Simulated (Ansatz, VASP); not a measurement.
# SrCl2 in VASP and in Ansatz

INCAR

```
SYSTEM = SrCl2
PREC     = Accurate       ! precision mode
ENCUT    = 520            ! plane-wave cutoff, eV
EDIFF    = 1E-6           ! SCF threshold, eV
ISMEAR   = -1             ! smearing method
SIGMA    = 0.01           ! smearing width, eV
LREAL    = .False.        ! projectors in reciprocal space
LASPH    = .True.         ! aspherical terms in the spheres
NELM     = 100            ! most SCF steps
ALGO     = Normal         ! electronic algorithm
ISIF     = 2              ! what is computed and relaxed
LWAVE    = .False.        ! write WAVECAR
LCHARG   = .True.         ! write CHGCAR
LELF     = .True.         ! ELF
LVHAR    = .True.       
NBANDS   = 19             ! bands
```

The input KPOINTS:

```
Automatic mesh
0
Gamma
  8 8 8
  0 0 0
```

The input POSCAR:

```
SrCl2
1.0
    0.0000000000      3.4383928740      3.4383928740
    3.4383928740      0.0000000000      3.4383928740
    3.4383928740      3.4383928740      0.0000000000
Sr Cl
1 2
Direct
    0.0000000000      0.0000000000      0.0000000000
    0.2500000000      0.2500000000      0.2500000000
    0.7500000000      0.7500000000      0.7500000000
```

Input for Ansatz:

```yaml
crystal:
  lattice:
    - [0.0, 3.438392874, 3.438392874]
    - [3.438392874, 0.0, 3.438392874]
    - [3.438392874, 3.438392874, 0.0]
  atoms:
    - { symbol: Sr, position: [0.0, 0.0, 0.0] }
    - { symbol: Cl, position: [0.25, 0.25, 0.25] }
    - { symbol: Cl, position: [0.75, 0.75, 0.75] }
kpoints:
  mp_grid: { grid: [8, 8, 8] }
  band_path:
    path:
      - [0.0, 0.0, 0.0]
      - [0.5, 0.0, 0.5]
      - [0.625, 0.25, 0.625]
      - [0.375, 0.375, 0.75]
      - [0.0, 0.0, 0.0]
      - [0.5, 0.5, 0.5]
      - [0.5, 0.25, 0.75]
      - [0.5, 0.0, 0.5]
    npoints: 5
scf:
  occupations: { method: fermi_dirac, width: 0.01 }
hamiltonian:
  xc: lda
  pseudopotentials: { kind: all_electron, lapw: { basis_error: 0.001 } }
output:
  forces: true
  stress: true
  eigenvalues: true
```

Change from the starting cell: volume scaled by 0.96.

Alike in both runs: task single point; functional LDA; k mesh 8 × 8 × 8; occupations fermi-dirac, width 0.01 eV; no spin polarisation.

|  | VASP | Ansatz |
| --- | --- | --- |
| version | VASP 6.6.1 | Ansatz 0.2.0 |
| potentials or method | VASP PAW LDA potentials, release 64 (Sr_sv, Cl), cutoff 520 eV | all-electron LAPW, scalar-relativistic |

```csv
,VASP,Ansatz,Ansatz less VASP
gap on the k mesh at the Fermi level (eV),5.05,5.05,-0.003
pressure (GPa),-1.2,-1.4,-0.14
```

LDA's correlation is that of Perdew and Zunger in VASP and of Perdew and Wang (1992) in Ansatz. Ansatz ran all-electron here, and VASP with PAW potentials.
